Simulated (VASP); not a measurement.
# Se: electric field gradients with LDA

Se:

```
Se
1.0
     4.42366    0.00000    0.00000
    -2.21183    3.83100    0.00000
     0.00000    0.00000    5.01879
Se
3
Cartesian
  0.9971 0.0000 1.6729
  -0.4985 0.8635 3.3459
  1.7133 2.9675 0.0000
```

This cell differs from its parent crystal: volume scaled by 1.04.

```json
{
 "Program": "VASP 6.6.1",
 "Task": "electric field gradients",
 "Functional": "LDA",
 "Potentials or basis": "VASP PAW LDA potentials, release 64 (Se)",
 "Cutoff": "520 eV",
 "k mesh": "6 × 6 × 5",
 "Occupations": "fermi-dirac, width 0.03 eV",
 "Spin": "no spin polarisation",
 "Dipole correction": "no",
 "Further INCAR settings": "ALGO = Normal; EDIFF = 1e-08; NBANDS = 16"
}
```

The pressure is -3.1 GPa, the largest force is 0.124 eV/Å and the band gap on the k mesh is 1.20 eV, indirect (least direct gap 1.34 eV).

Forces on the atoms (eV/Å):
```
Se  -0.124  0.000  0.000
Se   0.062 -0.107  0.000
Se   0.062  0.107  0.000
```

Stress tensor (GPa, compression positive):
```
-3.13  0.00  0.00
 0.00 -3.13  0.00
 0.00  0.00 -2.93
```

Levels at points of the mesh, in eV from the valence-band top:
| k point | band 6 | band 7 | band 8 | band 9 | band 10 | band 11 | band 12 | band 13 |
| --- | --- | --- | --- | --- | --- | --- | --- | --- |
| (0.00, 0.00, 0.00) | -3.50 | -1.80 | -1.80 | -0.25 | 1.84 | 1.84 | 2.18 | 5.90 |
| (0.50, 0.00, 0.00) | -3.19 | -2.70 | -1.59 | -0.83 | 1.90 | 2.29 | 3.97 | 5.31 |

Electric field gradients, principal values (V/Å²):
```csv
atom,least,middle,greatest (by size)
1 Se,172.252,331.602,-503.855
2 Se,172.252,331.602,-503.855
3 Se,172.253,331.603,-503.855
```

Wall time 22 s on 1 thread of Intel(R) Xeon(R) Platinum 8375C CPU @ 2.90GHz (Ice Lake) (shared host), peak memory 0.18 GiB.

Caveat: without QUAD_EFG the Cq values of the log hold for a quadrupole moment of 1 mb, not for the nuclei. A k mesh can miss the band edges.
